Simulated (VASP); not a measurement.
A run of VASP 6.6.1:

INCAR

```
ALGO = Normal
EDIFF = 1E-7
ENCUT = 520
GGA = PS
ISIF = 2
ISMEAR = 0
LASPH = T
LCHARG = F
LREAL = F
LWAVE = F
NBANDS = 14
NELM = 80
PREC = Accurate
SIGMA = 0.0689
```

KPOINTS

```
k-points
0
Gamma
  8 8 6
```

File POSCAR:

```
LiP2
1.0
    2.9483030000      1.8090510000      0.0000000000
    2.9483030000     -1.8090510000      0.0000000000
    0.0027540000      0.0000000000     -4.1554980000
Li P
1 2
Direct
    0.0000000000      0.0000000000      0.0000000000
    0.6893500000      0.6893500000      0.7116700000
    0.3106500000      0.3106500000      0.2883300000
```

Potentials or basis: VASP PAW PBE potentials, release 64 (Li_sv, P).

The run is started by

```sh
$ cat potpaw_PBE.64/Li_sv/POTCAR potpaw_PBE.64/P/POTCAR > POTCAR
$ mpirun -np 1 vasp_std > vasp.out
```

Hardware: 1 thread of Intel(R) Xeon(R) Platinum 8559C (Emerald Rapids) (shared host).

Problem. How long does it take, and how much memory?

Solution. It took 39 s on 1 thread of Intel(R) Xeon(R) Platinum 8559C (Emerald Rapids), on a shared host, peak memory 0.19 GiB. Counts: scf iterations 13, k points 114.
